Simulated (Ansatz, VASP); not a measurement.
## MgZrC: VASP beside Ansatz

```
CELL_PARAMETERS angstrom
3.45028 0.00000 0.00000
0.00000 3.48344 0.00000
0.00000 0.00000 3.59080
ATOMIC_POSITIONS crystal
Mg 0.50000 0.50000 0.50000
Zr 0.00000 0.00000 0.00000
C 0.50000 0.50000 0.00000
```

Change from the starting cell: species swapped into the TmCoC type (Pmmm, No. 47).

Alike in both runs: task single point; functional PBE; k mesh 6 × 6 × 6; occupations gaussian, width 0.1 eV; no spin polarisation.

|  | VASP | Ansatz |
| --- | --- | --- |
| version | VASP 6.6.1 | Ansatz 0.2.0 |
| potentials or method | VASP PAW PBE potentials, release 64 (Mg, Zr_sv, C), cutoff 520 eV | scalar-relativistic, plane waves, PAW |
| valence electrons in the cell | 18 | 26 |

```tsv
	VASP	Ansatz	Ansatz less VASP
gap on the k mesh at the Fermi level (eV)	none	none	-
pressure (GPa)	21.5	20.8	-0.73
traceless stress, the component that is largest in VASP (GPa)	62.59	61.40	-1.189
```

A gap of «none» marks a metal or a gap that the smearing closes. VASP's potentials hold 18 valence electrons a cell and Ansatz's 26, so a difference there can come from the potentials and not from the codes.
